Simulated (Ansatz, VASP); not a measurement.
# Ag: VASP beside Ansatz

The input INCAR:

```
PREC = Accurate
ENCUT = 520
EDIFF = 1E-8
ISMEAR = -1
SIGMA = 0.08
LREAL = F
LASPH = T
NELM = 60
ALGO = Normal
ISIF = 2
LWAVE = F
LCHARG = F
GGA = PE
LEFG = T
NBANDS = 30
```

Contents of KPOINTS:

```
regular mesh
0
Gamma
  14 14 4
```

Contents of POSCAR:

```
Ag
1.0
    2.8861989086      0.0000000000      0.0000000000
   -1.4430994543      2.4995215753      0.0000000000
    0.0000000000      0.0000000000     10.0000000000
Ag
4
Direct
    0.3333333333      0.6666666667      0.2500000000
    0.6666666667      0.3333333333      0.7500000000
    0.0000000000      0.0000000000      0.0000000000
    0.0000000000      0.0000000000      0.5000000000
```

Input for Ansatz:

```yaml
crystal:
  lattice:
    - [2.8861989086, 0.0, 0.0]
    - [-1.4430994543, 2.4995215753, 0.0]
    - [0.0, 0.0, 10.0]
  atoms:
    - { symbol: Ag, position: [0.3333333333, 0.6666666667, 0.25] }
    - { symbol: Ag, position: [0.6666666667, 0.3333333333, 0.75] }
    - { symbol: Ag, position: [0.0, 0.0, 0.0] }
    - { symbol: Ag, position: [0.0, 0.0, 0.5] }
kpoints:
  mp_grid: { grid: [14, 14, 4] }
  band_path:
    path:
      - [0.0, 0.0, 0.0]
      - [0.5, 0.0, 0.0]
      - [0.3333333333, 0.3333333333, 0.0]
      - [0.0, 0.0, 0.0]
      - [0.0, 0.0, 0.5]
      - [0.5, 0.0, 0.5]
      - [0.3333333333, 0.3333333333, 0.5]
      - [0.0, 0.0, 0.5]
      - [0.5, 0.0, 0.5]
    npoints: 8
scf:
  occupations: { method: fermi_dirac, width: 0.08 }
hamiltonian:
  xc: pbe
  pseudopotentials: { kind: paw }
output:
  forces: true
  stress: true
  eigenvalues: true
  efg: { contact_densities: true }
  populations: true
  bader: true
  dos: { projected: true, de: 0.2, e_range: [-14, 8] }
```

Alike in both runs: task electric field gradients; functional PBE; k mesh 14 × 14 × 4; occupations fermi-dirac, width 0.08 eV; no spin polarisation.

```csv
,VASP,Ansatz
version,VASP 6.6.1,Ansatz 0.2.0
potentials or method,"VASP PAW PBE potentials, release 64 (Ag)","PAW with Ansatz's default frozen-core files, scalar-relativistic"
plane-wave cutoff (eV),520,420
valence electrons in the cell,44,76
```

```tsv
	VASP	Ansatz	Ansatz less VASP
pressure (GPa)	-0.5	-0.4	+0.11
traceless stress, the component that is largest in VASP (GPa)	-3.27	-3.30	-0.022
size of Vzz on the site where it differs most (V/Å²)	9.4	4.1	-5.24
```

VASP's potentials hold 44 valence electrons a cell and Ansatz's 76, so a difference there can come from the potentials and not from the codes.
